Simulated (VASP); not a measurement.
Runs of VASP 6.6.1 on Cu2O. The structure is that of space group Pn-3m (No. 224), or close to it. The cells are those of the table. 

```tsv
cell	gap on the mesh (eV)	pressure (GPa)
a = 4.298, b = 4.298, c = 4.169 Å, 6 atoms	(c)	4.5
a = 4.298, b = 4.298, c = 4.212 Å, 6 atoms	0.49	3.0
a = 4.298, b = 4.298, c = 4.384 Å, 6 atoms	(b)	(a)
a = 4.298, b = 4.298, c = 4.427 Å, 6 atoms	0.39	-2.5
```

Alike in all rows: task single point; level PBE; potentials or basis VASP PAW PBE potentials, release 64 (Cu, O); no spin polarisation; k mesh 8 × 8 × 8; cutoff (eV) 600; smearing gaussian 0.02 eV.

Question: Estimate the missing entries.

Answer: (a) -1.5; (b) 0.42; (c) 0.50.

Caveats: the cell stands under pressure (at least some runs).

A k mesh can miss the band edges.
